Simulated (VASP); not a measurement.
# BaTiO3 (R3m) in VASP: further runs

The runs below take BaTiO3 through single point, with PBE.

All numbers are computed with VASP 6.6.1; they aren't measurements. Logs are shortened: lines on timing, memory, paths and dates and some standing lists are left out, and cuts for length are marked.

**1. The cell of the first run**

Symmetry: R3m, No. 160, trigonal system. Conventional cell: a = 5.824 Å, b = 5.824 Å, c = 7.244 Å, α = 90.00°, β = 90.00°, γ = 120.00°. Within 3.7 Å of Ba (site symmetry 3m) lie 12 O at 2.81 to 3.09 Å and 7 Ti at 3.51 to 3.61 Å. Ti (site symmetry 3m) has 6 O at 1.85 to 2.31 Å within 2.5 Å. O (site symmetry m) has 2 Ti at 1.85 to 2.31 Å within 2.5 Å.

**2. Single point, PBE (volume scaled by 1.06, then relaxed in part)**

Contents of INCAR:

```
PREC = Accurate ; ENCUT = 520
EDIFF = 1E-6 ; ISMEAR = 0
SIGMA = 0.02 ; LREAL = False
LASPH = True ; NELM = 60
ALGO = Normal ; ISIF = 2
LWAVE = False ; LCHARG = True
GGA = PE ; LELF = True
LVHAR = True ; NBANDS = 28
```

Contents of KPOINTS:

```
Automatic mesh
0
Gamma
  6 6 6
```

Contents of POSCAR:

```
BaTiO3
1.0
    2.9120168811      1.6812537301      2.4148245618
   -2.9120168811      1.6812537301      2.4148245618
    0.0000000000     -3.3625074604      2.4148245617
Ba Ti O
1 1 3
Direct
   -0.0102058848     -0.0102058848     -0.0102058848
    0.4740933276      0.4740933276      0.4740933276
    0.5129894836      0.5129894836      0.0293335899
    0.0293335899      0.5129894836      0.5129894836
    0.5129894836      0.0293335899      0.5129894836
```

Potentials or basis: VASP PAW PBE potentials, release 64 (Ba_sv, Ti_sv, O).

The run is started by

```console
> cat potpaw_PBE.64/Ba_sv/POTCAR potpaw_PBE.64/Ti_sv/POTCAR potpaw_PBE.64/O/POTCAR > POTCAR
> mpirun -np 1 vasp_std > vasp.out
```

OUTCAR:

```text
PREC = Accurate
   ENCUT = 520
   EDIFF = 1E-6
   ISMEAR = 0
   LREAL = False
   LASPH = True
   NELM = 60
   ISIF = 2
   GGA = PE

 ion  position               nearest neighbor table
   1  0.990  0.990  0.990-   3 2.81   4 2.81   5 2.81   4 2.92   5 2.92   5 2.92   4 2.92   3 2.92
                             3 2.92   3 3.09   4 3.09   5 3.09   2 3.51   2 3.54   2 3.54   2 3.54
   2  0.474  0.474  0.474-   3 1.85   4 1.85   5 1.85   5 2.31   4 2.31   3 2.31   1 3.51   1 3.54
                             1 3.54   1 3.54   1 3.61   1 3.61   1 3.61   1 3.74
   3  0.513  0.513  0.029-   2 1.85   2 2.31   1 2.81   1 2.92   1 2.92   1 3.09
   4  0.029  0.513  0.513-   2 1.85   2 2.31   1 2.81   1 2.92   1 2.92   1 3.09
   5  0.513  0.029  0.513-   2 1.85   2 2.31   1 2.81   1 2.92   1 2.92   1 3.09

  LATTYP: Found a trigonal (rhomboedric) cell.
 ALAT       =     4.1397867198
 COS(alpha) =     0.0103950973

  Lattice vectors:

 A1 = (   2.9120168811,   1.6812537301,   2.4148245618)
 A2 = (  -2.9120168811,   1.6812537301,   2.4148245618)
 A3 = (   0.0000000000,  -3.3625074604,   2.4148245617)

Analysis of symmetry for initial positions (statically):
=====================================================================
 Subroutine PRICEL returns:
 Original cell was already a primitive cell.

 Routine SETGRP: Setting up the symmetry group for a
 trigonal (rhombohedral) supercell.

 Subroutine GETGRP returns: Found  6 space group operations
 (whereof  6 operations were pure point group operations)
 out of a pool of 12 trial point group operations.

The static configuration has the point symmetry C_3v.

Analysis of symmetry for dynamics (positions and initial velocities):
=====================================================================
 Subroutine PRICEL returns:
 Original cell was already a primitive cell.

 Routine SETGRP: Setting up the symmetry group for a
 trigonal (rhombohedral) supercell.

 Subroutine GETGRP returns: Found  6 space group operations
 (whereof  6 operations were pure point group operations)
 out of a pool of 12 trial point group operations.

The dynamic configuration has the point symmetry C_3v.

 Subroutine INISYM returns: Found  6 space group operations
 (whereof  6 operations are pure point group operations),
 and found     1 'primitive' translations

----------------------------------------------------------------------------------------

                                     Primitive cell

  volume of cell :      70.9356

  direct lattice vectors                    reciprocal lattice vectors
     2.912016881  1.681253730  2.414824562     0.171702301  0.099132370  0.138036253
    -2.912016881  1.681253730  2.414824562    -0.171702301  0.099132370  0.138036253
     0.000000000 -3.362507460  2.414824562     0.000000000 -0.198264740  0.138036253

  length of vectors
     4.139786720  4.139786720  4.139786720     0.241584176  0.241584176  0.241584176

  position of ions in fractional coordinates (direct lattice)
     0.989794115  0.989794115  0.989794115
     0.474093328  0.474093328  0.474093328
     0.512989484  0.512989484  0.029333590
     0.029333590  0.512989484  0.512989484
     0.512989484  0.029333590  0.512989484

  ion indices of the primitive-cell ions
   primitive index   ion index
                 1           1
                 2           2
                 3           3
                 4           4
                 5           5

----------------------------------------------------------------------------------------

 KPOINTS: Automatic mesh

Automatic generation of k-mesh.
 Grid dimensions read from file:
 generate k-points for:    6    6    6

 Generating k-lattice:

  Cartesian coordinates                     Fractional coordinates (reciprocal lattice)
     0.028617050  0.016522062  0.023006042     0.166666667  0.000000000  0.000000000
    -0.028617050  0.016522062  0.023006042     0.000000000  0.166666667  0.000000000
     0.000000000 -0.033044123  0.023006042     0.000000000  0.000000000  0.166666667

  Length of vectors
     0.040264029  0.040264029  0.040264029

  Shift w.r.t. Gamma in fractional coordinates (k-lattice)
     0.000000000  0.000000000  0.000000000

 Subroutine IBZKPT returns following result:
 ===========================================

 Found     32 irreducible k-points:

 Following reciprocal coordinates:
            Coordinates               Weight
  0.000000  0.000000  0.000000      1.000000
  0.166667 -0.000000  0.000000      6.000000
  0.333333 -0.000000  0.000000      6.000000
  0.500000 -0.000000  0.000000      3.000000
  0.166667  0.166667  0.000000      6.000000
  0.333333  0.166667  0.000000     12.000000
[... 16 lines left out ...]
  0.500000  0.500000  0.166667      6.000000
 -0.333333  0.500000  0.166667     12.000000
 [... further k-points ...]
   k-points           NKPTS =     32   k-points in BZ     NKDIM =     32   number of bands    NBANDS=     28
   number of dos      NEDOS =    301   number of ions     NIONS =      5
   total plane-waves  NPLWV =  32768
   dimension x,y,z NGX =    32 NGY =   32 NGZ =   32
   dimension x,y,z NGXF=    64 NGYF=   64 NGZF=   64
   ions per type =               1   1   3
   NGX,Y,Z   is equivalent  to a cutoff of  12.85, 12.85, 12.85 a.u.
   NGXF,Y,Z  is equivalent  to a cutoff of  25.70, 25.70, 25.70 a.u.
 SYSTEM =  unknown system
   PREC   = accura    normal or accurate (medium, high low for compatibility)
   ISTART =      0    job   : 0-new  1-cont  2-samecut
   ICHARG =      2    charge: 1-file 2-atom 10-const
   ISPIN  =      1    spin polarized calculation?
   LNONCOLLINEAR =      F non collinear calculations
   LSORBIT =      F    spin-orbit coupling
   LASPH  =      T    aspherical Exc in radial PAW
   ENCUT  =  520.0 eV  38.22 Ry    6.18 a.u.   7.70  7.70  7.70*2*pi/ulx,y,z
   NELM   =     60;   NELMIN=  2; NELMDL= -5     # of ELM steps
   EDIFF  = 0.1E-05   stopping-criterion for ELM
   LREAL  =      F    real-space projection
   EDIFFG = 0.1E-04   stopping-criterion for IOM
   NSW    =      0    number of steps for IOM
   IBRION =     -1    ionic relax: 0-MD 1-quasi-New 2-CG
   NFREE  =      0    steps in history (QN), initial steepest desc. (CG)
   ISIF   =      2    stress and relaxation
   ISYM   =      2    0-nonsym 1-usesym 2-fastsym
   POTIM  = 0.5000    time-step for ionic-motion
   TEBEG  =    0.0;   TEEND  =   0.0 temperature during run
   PSTRESS=    0.0 pullay stress
   NELECT =      40.0000    total number of electrons
   NUPDOWN=      -1.0000    fix difference up-down
   EMIN   =  10.00;   EMAX   =-10.00  energy-range for DOS
   EFERMI =   0.00;   METHOD = LEGACY
   ISMEAR =     0;   SIGMA  =   0.02  broadening in eV -4-tet -1-fermi 0-gaus
   EFERMI_NEDOS =   21; number of points for ismear=-14 and -15
   IALGO  =     38    algorithm
   IMIX   =      4    mixing-type and parameters
     AMIX     =   0.40;   BMIX     =  1.00
     AMIX_MAG =   1.60;   BMIX_MAG =  1.00
  volume/ion in A,a.u.               =      14.19        95.74
  Fermi-wavevector in a.u.,A,eV,Ry     =   1.352509  2.555871 24.888874  1.829281
  Thomas-Fermi vector in A             =   2.479842
   LORBIT       =      0    0 simple, 1 ext, 2 COOP (PROOUT), +10 PAW based schemes
   GGA     = PE    functional components
   LHFCALC =     F    Hartree Fock is set to
   AEXX    =    0.0000 exact exchange contribution
   IVDW    =     0    specifies the selected vdW correction
   LEPSILON=     F    determine dielectric tensor
   LRPA    =     F    only Hartree local field effects (RPA)
 non-spin polarized calculation
 Gauss-broadening in eV      SIGMA  =   0.02
  energy-cutoff  :      520.00
  volume of cell :       70.94
 maximum number of plane-waves:      1932
   NGX = 15   NGY = 15   NGZ = 15

 number of electron      40.0000007 magnetization

 Free energy of the ion-electron system (eV)
  ---------------------------------------------------
  ext. energy  EPLUGINS =         0.00000000
  ---------------------------------------------------
  free energy    TOTEN  =       -40.02151958 eV

  energy without entropy =      -40.02151958  energy(sigma->0) =      -40.02151958

 E-fermi :   3.1322     XC(G=0): -10.6840

 val. band max:        2.9652840187   @ k =   0.5000   0.5000   0.5000
 cond. band min:       5.8436876408   @ k =  -0.1667   0.1667   0.0000
 fundamental gap:      2.8784036221
 Fermi energy:         3.1322350674

 k-point     1 :       0.0000    0.0000    0.0000
  band No.  band energies     occupation
      1     -53.2401      2.00000
      2     -29.5125      2.00000
      3     -29.5029      2.00000
      4     -29.5029      2.00000
      5     -22.0885      2.00000
      6     -13.5614      2.00000
[... 20 lines left out ...]
     27       8.0311      0.00000
     28       9.2898      0.00000

 k-point     2 :       0.1667   -0.0000    0.0000
  band No.  band energies     occupation
      1     -53.2399      2.00000
      2     -29.5169      2.00000
      3     -29.5064      2.00000
      4     -29.5026      2.00000
      5     -22.0717      2.00000
      6     -13.5612      2.00000
[... 20 lines left out ...]
     27       8.4607      0.00000
     28       9.9199      0.00000

 k-point     3 :       0.3333   -0.0000    0.0000
  band No.  band energies     occupation
      1     -53.2397      2.00000
      2     -29.5315      2.00000
      3     -29.5075      2.00000
      4     -29.5020      2.00000
      5     -22.0377      2.00000
      6     -13.6099      2.00000
[... 20 lines left out ...]
     27       9.4405      0.00000
     28      10.9380      0.00000

 k-point     4 :       0.5000   -0.0000    0.0000
  band No.  band energies     occupation
      1     -53.2395      2.00000
      2     -29.5393      2.00000
      3     -29.5074      2.00000
      4     -29.5017      2.00000
      5     -22.0205      2.00000
      6     -13.6523      2.00000
[... 578 lines left out ...]
     27      10.0562      0.00000
     28      10.7584      0.00000

 k-point    23 :       0.5000    0.5000    0.1667
  band No.  band energies     occupation
      1     -53.2388      2.00000
      2     -29.5400      2.00000
      3     -29.5332      2.00000
      4     -29.5109      2.00000
      5     -21.9629      2.00000
      6     -13.0996      2.00000
[... 20 lines left out ...]
     27      10.9446      0.00000
     28      11.2452      0.00000

 k-point    24 :      -0.3333    0.5000    0.1667
  band No.  band energies     occupation
      1     -53.2389      2.00000
      2     -29.5384      2.00000
      3     -29.5276      2.00000
      4     -29.5110      2.00000
      5     -21.9744      2.00000
      6     -13.2393      2.00000
[... 20 lines left out ...]
     27      10.6379      0.00000
     28      11.0773      0.00000

 [... further k-points ...]
[... 5 lines left out ...]
  --------------------------------------------------------------------------------------
  -------------------------------------------------------------------------------------
  Total       -1.3914655     -1.3914655     -1.4553102      0.0000000      0.0000000      0.0000000
  in kB      -31.4281656    -31.4281656    -32.8701861      0.0000000      0.0000000      0.0000000
  external PRESSURE =     -31.9088391 kB  Pullay stress =       0.0000000 kB

 VOLUME and BASIS-vectors are now :
 -----------------------------------------------------------------------------
  energy-cutoff  :      520.00
  volume of cell :       70.94
      direct lattice vectors                 reciprocal lattice vectors
     2.912016881  1.681253730  2.414824562     0.171702301  0.099132370  0.138036253
    -2.912016881  1.681253730  2.414824562    -0.171702301  0.099132370  0.138036253
     0.000000000 -3.362507460  2.414824562     0.000000000 -0.198264740  0.138036253

 POSITION                                       TOTAL-FORCE (eV/Angst)
 -----------------------------------------------------------------------------------
      0.00000     -0.00000      7.17054         0.000000     -0.000000      0.049626
      0.00000     -0.00000      3.43456         0.000000     -0.000000      0.111545
      0.00000      1.62630      2.54839         0.000000      0.050455     -0.053723
     -1.40841     -0.81315      2.54839        -0.043695     -0.025227     -0.053723
      1.40841     -0.81315      2.54839         0.043695     -0.025227     -0.053723
 -----------------------------------------------------------------------------------
    total drift:                               -0.000000      0.000001     -0.000169

  FREE ENERGIE OF THE ION-ELECTRON SYSTEM (eV)
  ---------------------------------------------------
  free  energy   TOTEN  =       -40.0215195797 eV

  energy  without entropy=      -40.0215195797  energy(sigma->0) =      -40.02151958
```

Run time: 44 s. Hardware: 1 thread of Intel Xeon Platinum 8259CL at 2.50GHz (Skylake/Cascade Lake), shared host; peak memory 0.21 GiB.

Results:

| Item | Value |
| --- | --- |
| Free energy | -40.0215 eV |
| Pressure | -3.2 GPa |
| Largest force | 0.112 eV/Å |
| Band gap on the k mesh | 2.88 eV, indirect (least direct gap 3.46 eV) |

Forces in eV/Å, atoms in the order of the input:
```
Ba   0.000  0.000  0.050
Ti   0.000  0.000  0.112
O    0.000  0.050 -0.054
O   -0.044 -0.025 -0.054
O    0.044 -0.025 -0.054
```

Levels at points of the mesh, in eV from the valence-band top:
```csv
k point,band 16,band 17,band 18,band 19,band 20,band 21,band 22,band 23,band 24,band 25
"(0.00, 0.00, 0.00)",-1.44,-0.89,-0.87,-0.73,-0.73,2.93,2.93,3.13,4.61,4.61
"(0.50, 0.00, 0.00)",-1.95,-1.54,-1.39,-1.16,-0.93,3.06,3.73,3.95,4.57,5.67
"(0.50, 0.50, 0.00)",-2.44,-1.51,-0.94,-0.81,-0.09,3.81,3.88,4.13,4.77,7.13
"(0.50, 0.50, 0.50)",-2.37,-2.28,-0.06,-0.06,0.00,4.01,4.35,4.35,6.11,6.11
```

Caveat: spin-orbit coupling is left out, which moves the levels of the heavy elements. A k mesh can miss the band edges.

(Continued in part 2 of 3.)
